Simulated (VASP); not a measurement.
Here is a VASP 6.6.1 calculation.

Contents of INCAR:

```
SYSTEM = Sn
PREC = Accurate
ENCUT = 520
EDIFF = 1E-7
ISMEAR = -1
SIGMA = 0.05
LREAL = .False.
LASPH = .True.
NELM = 60
ALGO = Normal
ISIF = 2
LWAVE = .False.
LCHARG = .False.
GGA = PE
NBANDS = 13
```

The input KPOINTS:

```
Automatic mesh
0
Gamma
  13 13 12
  0 0 0
```

File POSCAR:

```
Sn
1.0
    2.5062722540      0.0000000000      0.0000000000
   -1.2531361270      2.1704954407      0.0000000000
    0.0000000000      0.0000000000      2.3570017961
Sn
1
Direct
    0.0000000000      0.0000000000      0.0000000000
```

Potentials or basis: VASP PAW PBE potentials, release 64 (Sn_d).

Run with:

```bash
$ cat potpaw_PBE.64/Sn_d/POTCAR > POTCAR
$ mpirun -np 1 vasp_std > vasp.out
```

Task: What does it give for the band gap on the k mesh?

Result: Zero (band 7 reaches 29.74 eV, above the bottom of band 8 at 16.37 eV).

Task: Estimate the pressure.

Result: 254.3 GPa.

Stress tensor (GPa, compression positive):
```
254.40   0.00   0.00
  0.00 254.40   0.00
  0.00   0.00 254.26
```

Caveat: spin-orbit coupling is left out, which moves the levels of the heavy elements.
